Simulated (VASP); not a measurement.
Write the native input for VASP 6.6.1 that does the following.

```yaml
Task: single point
Functional: r2SCAN
Potentials_or_basis: VASP PAW PBE potentials, release 64 (Mg_sv, O)
Cutoff: 750 eV
k_mesh: 12 × 12 × 6
Occupations: gaussian, width 0.01 eV
Spin: no spin polarisation
Dipole_correction: no
Mended: yes
Further_INCAR_settings: ALGO = Normal; EDIFF = 1e-06; NBANDS = 24
```

The system is MgO.

```xyz
4
Lattice="3.1896 0.0000 0.0000 -1.5948 2.7622 0.0000 0.0000 0.0000 4.8833" Properties=species:S:1:pos:R:3 pbc="T T T"
Mg    0.0000    1.8415   -0.0525
Mg    1.5948    0.9207    2.3891
O     0.0000    1.8415    1.8838
O     1.5948    0.9207    4.3255
```

This cell differs from its parent crystal: strain -3.0%.

These files were run (other wordings do the same):

POSCAR

```
MgO
1.0
    3.1895707112      0.0000000000      0.0000000000
   -1.5947853556      2.7622492631      0.0000000000
    0.0000000000      0.0000000000      4.8833352865
Mg O
2 2
Direct
    0.3333333333      0.6666666667     -0.0107582395
    0.6666666667      0.3333333333      0.4892417605
    0.3333333333      0.6666666667      0.3857582395
    0.6666666667      0.3333333333      0.8857582395
```

INCAR.step1

```
SYSTEM = MgO
PREC = Accurate
ENCUT = 750
ISMEAR = 0
SIGMA = 0.01
LREAL = .False.
LASPH = .True.
NELM = 120
NBANDS = 24
GGA = PE
ALGO = Normal
EDIFF = 1E-5
LWAVE = .True.
LCHARG = .False.
GGA_COMPAT = .False.
```

INCAR.step2

```
SYSTEM = MgO
PREC = Accurate
ENCUT = 750
EDIFF = 1E-6
ISMEAR = 0
SIGMA = 0.01
LREAL = .False.
LASPH = .True.
NELM = 120
ALGO = Normal
ISIF = 2
LWAVE = .False.
LCHARG = .False.
METAGGA = R2SCAN
LMIXTAU = .True.
NBANDS = 24
ISTART = 1
GGA_COMPAT = .False.
```

KPOINTS

```
regular mesh
0
Gamma
  12 12 6
  0 0 0
```

Potentials or basis: VASP PAW PBE potentials, release 64 (Mg_sv, O).

Command:

```sh
$ cat potpaw_PBE.64/Mg_sv/POTCAR potpaw_PBE.64/O/POTCAR > POTCAR
$ cp INCAR.step1 INCAR
$ mpirun -np 1 vasp_std > vasp.out
$ cp INCAR.step2 INCAR
$ mpirun -np 1 vasp_std > vasp.out
```

Results of the run:

- Pressure: 14.2 GPa
- Largest force: 0.022 eV/Å
- Band gap on the k mesh: 4.76 eV

Caveat: the cell differs from its parent crystal (strain -3.0%); the cell stands under pressure; the PAW data sets were made with another functional, which shifts forces and pressure a little.

Run time: 9.6 min on 1 thread of Intel(R) Xeon(R) Platinum 8259CL CPU @ 2.50GHz (Skylake/Cascade Lake), on a shared host, peak memory 0.26 GiB.
